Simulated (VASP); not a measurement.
CoO: single point with PBEsol

The system is CoO.

```
CELL_PARAMETERS angstrom
0.00000 2.13150 2.06756
2.13150 0.00000 2.06756
2.13150 2.13150 0.00000
ATOMIC_POSITIONS crystal
Co 0.00000 0.00000 0.00000
O 0.50000 0.50000 0.50000
```

This cell differs from its parent crystal: zz strain of -3 %.

* Program: VASP 6.6.1
* Task: single point
* Functional: PBEsol
* Potentials or basis: VASP PAW PBE potentials, release 64 (Co, O)
* Cutoff: 600 eV
* k mesh: 16 × 16 × 16
* Occupations: fermi-dirac, width 0.05 eV
* Spin: collinear spin, ferromagnetic start
* Starting moments: [2.0, 0.0] μB
* Dipole correction: no
* Further INCAR settings: ALGO = Normal; EDIFF = 1e-06; NBANDS = 18

```yaml
Pressure: -7.0 GPa
Net_moment: 2.84 μB per cell
Site_moments: Co +2.50; O +0.29 μB
Valence_electrons_inside_the_program's_atomic_spheres: Co 7.86; O 4.96
```

Stress tensor (GPa, compression positive):
```
-7.35  0.00  0.00
 0.00 -7.35  0.00
 0.00  0.00 -6.36
```

Levels at points of the mesh, in eV from the Fermi level:
Spin up:
| k point | band 7 | band 8 | band 9 | band 10 | band 11 | band 12 |
| --- | --- | --- | --- | --- | --- | --- |
| (0.00, 0.00, 0.00) | -3.23 | -3.23 | -2.99 | 1.00 | 16.66 | 18.12 |
| (0.50, 0.00, 0.00) | -1.80 | 0.05 | 0.27 | 4.90 | 9.45 | 13.06 |
| (0.50, 0.50, 0.00) | -2.31 | -2.11 | -2.11 | 5.90 | 10.05 | 11.36 |
| (0.50, 0.00, 0.50) | -2.33 | -2.08 | -2.01 | 5.89 | 9.66 | 11.72 |
Spin down:
| k point | band 2 | band 3 | band 4 | band 5 | band 6 | band 7 | band 8 | band 9 | band 10 | band 11 |
| --- | --- | --- | --- | --- | --- | --- | --- | --- | --- | --- |
| (0.00, 0.00, 0.00) | -2.89 | -2.74 | -2.74 | -1.22 | -1.22 | -1.08 | -0.24 | -0.18 | 1.57 | 16.61 |
| (0.50, 0.00, 0.00) | -7.98 | -5.01 | -4.92 | -0.17 | -0.09 | 0.19 | 2.52 | 2.69 | 5.20 | 10.23 |
| (0.50, 0.50, 0.00) | -6.72 | -4.15 | -4.15 | -2.39 | 0.15 | 0.15 | 0.38 | 0.82 | 6.71 | 10.50 |
| (0.50, 0.00, 0.50) | -6.77 | -4.18 | -3.93 | -2.39 | 0.11 | 0.18 | 0.27 | 0.85 | 6.72 | 10.16 |

It took 100 s on 1 thread of Intel(R) Xeon(R) 6975P-C (Granite Rapids), on a shared host, peak memory 0.32 GiB.

Caveat: the cell differs from its parent crystal (zz strain of -3 %); the cell stands under tension; the PAW data sets were made with another functional, which shifts forces and pressure a little; a cell with one magnetic atom can't hold antiferromagnetic order, which such compounds often take; semilocal functionals often make such compounds metallic where correlation or magnetic order opens a gap, which also shifts bond lengths.
